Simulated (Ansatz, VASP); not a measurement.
# Two plane-wave programs on CuRu4

INCAR

```
ALGO     = Normal         # electronic algorithm
EDIFF    = 1E-7           # SCF threshold, eV
ENCUT    = 520            # plane-wave cutoff, eV
GGA      = PE             # functional
ISIF     = 2              # what is computed and relaxed
ISMEAR   = 0              # smearing method
ISPIN    = 2              # spin polarisation
LASPH    = True           # aspherical terms in the spheres
LCHARG   = False          # write CHGCAR
LMAXMIX  = 4              # l up to which the mixer works
LORBIT   = 11             # projections on sites
LREAL    = False          # projectors in reciprocal space
LWAVE    = False          # write WAVECAR
MAGMOM   = 0 1 1 1 1      # initial moments
NBANDS   = 46             # bands
NELM     = 150            # most SCF steps
PREC     = Accurate       # precision mode
SIGMA    = 0.1            # smearing width, eV
```

KPOINTS

```
k-points
0
Gamma
  6 6 4
```

File POSCAR:

```
CuRu4
1.0
    4.0980558031      0.0000000000      0.0000000000
   -2.0490279015      3.5490204316      0.0000000000
    0.0000000000      0.0000000000      7.3662540352
Cu Ru
1 4
Direct
    0.0000000000      0.0000000000      0.0000000000
    0.3333333333      0.6666666667      0.5000000000
    0.6666666667      0.3333333333      0.5000000000
    0.0000000000      0.0000000000      0.3204828068
    0.0000000000      0.0000000000      0.6795171932
```

Input for Ansatz:

```yaml
crystal:
  lattice:
    - [4.0980558031, 0.0, 0.0]
    - [-2.0490279015, 3.5490204316, 0.0]
    - [0.0, 0.0, 7.3662540352]
  atoms:
    - { symbol: Cu, position: [0.0, 0.0, 0.0] }
    - { symbol: Ru, position: [0.3333333333, 0.6666666667, 0.5], spin: 1.0 }
    - { symbol: Ru, position: [0.6666666667, 0.3333333333, 0.5], spin: 1.0 }
    - { symbol: Ru, position: [0.0, 0.0, 0.3204828068], spin: 1.0 }
    - { symbol: Ru, position: [0.0, 0.0, 0.6795171932], spin: 1.0 }
basis:
  ecutwfc: 420
kpoints:
  mp_grid: { grid: [6, 6, 4] }
hamiltonian:
  xc: pbe
scf:
  occupations: { method: gaussian, width: 0.1 }
  lower_state_search: "off"
output:
  forces: true
  stress: true
  eigenvalues: true
  populations: true
magnetization:
  spin_polarized: true
```

Alike in both runs: task single point; functional PBE; k mesh 6 × 6 × 4; occupations gaussian, width 0.1 eV; collinear spin.

|  | VASP | Ansatz |
| --- | --- | --- |
| version | VASP 6.6.1 | Ansatz 0.2.0 |
| potentials or method | VASP PAW PBE potentials, release 64 (Cu, Ru_pv), cutoff 520 eV | scalar-relativistic, plane waves, PAW |
| valence electrons in the cell | 67 | 83 |

|  | VASP | Ansatz | Ansatz less VASP |
| --- | --- | --- | --- |
| gap on the k mesh at the Fermi level (eV) | none | none | - |
| pressure (GPa) | 0.3 | 0.2 | -0.13 |
| traceless stress, the component that is largest in VASP (GPa) | -0.10 | -0.18 | -0.078 |
| rms of the force components (eV/Å) | 0.112 | 0.092 | -0.0205 |
| net moment per atom (μB) | 0.28 | 0.27 | -0.010 |
| size of the moment on the site where the two differ most (μB) | 0.60 | 0.51 | -0.097 |

Site moments also hang on the region over which each program counts them. Atom by atom the forces differ by 0.020 eV/Å (rms over components). A gap of «none» marks a metal or a gap that the smearing closes. VASP's potentials hold 67 valence electrons a cell and Ansatz's 83, so a difference there can come from the potentials and not from the codes.
